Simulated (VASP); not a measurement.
Set up this calculation in VASP 6.6.1, as the native input.

| Item | Value |
| --- | --- |
| Task | single point |
| Functional | PBE |
| Potentials or basis | VASP PAW PBE potentials, release 64 (Mg, H) |
| Cutoff | 520 eV |
| k mesh | 4 × 5 × 1 |
| Occupations | gaussian, width 0.1 eV |
| Spin | no spin polarisation |
| Dipole correction | yes |
| Further INCAR settings | ALGO = Normal; EDIFF = 1e-07; NBANDS = 20 |

The structure of Mg4H lies in POSCAR:

```
Mg4H
1.0
    6.4201385733      0.0000000000      0.0000000000
    0.0000000000      5.1379129567      0.0000000000
    0.0000000000      0.0000000000     21.6644777330
Mg H
8 2
Direct
    0.0000000000      0.7500000000      0.1846340378
    0.5000000000      0.7500000000      0.1846340378
    0.2500000000      0.2500000000      0.2274076137
    0.7500000000      0.2500000000      0.2274076137
    0.2500000000      0.7500000000      0.3173234500
    0.7500000000      0.7500000000      0.3173234500
    0.0000000000      0.2500000000      0.3537808678
    0.5000000000      0.2500000000      0.3537808678
    0.6580237921      0.0833333333      0.4484058122
    0.8419762079      0.0833333333      0.4484058122
```

One way to write it, as run:

INCAR

```
SYSTEM = Mg4H
  PREC = Accurate
  ENCUT = 520
  EDIFF = 1E-7
  ISMEAR = 0
  SIGMA = 0.1
  LREAL = .False.
  LASPH = .True.
  NELM = 100
  ALGO = Normal
  ISIF = 2
  LWAVE = .False.
  LCHARG = .False.
  LDIPOL = .True.
  IDIPOL = 3
  DIPOL = 0.5 0.5 0.306
  GGA = PE
  NBANDS = 20
```

KPOINTS

```
Automatic mesh
0
Gamma
  4 5 1
  0 0 0
```

Potentials or basis: VASP PAW PBE potentials, release 64 (Mg, H).

The run is started by

```console
$ cat potpaw_PBE.64/Mg/POTCAR potpaw_PBE.64/H/POTCAR > POTCAR
$ mpirun -np 1 vasp_std > vasp.out
```

It gave:

```json
{
 "Largest force": "3.097 eV/Å",
 "Band gap on the k mesh": "zero (band 9 reaches -1.76 eV, above the bottom of band 10 at -2.21 eV)"
}
```

Run time: 5.1 min on 1 thread of AMD EPYC 7R43 64-Core Processor (Zen 3), on a shared host, peak memory 0.6 GiB.
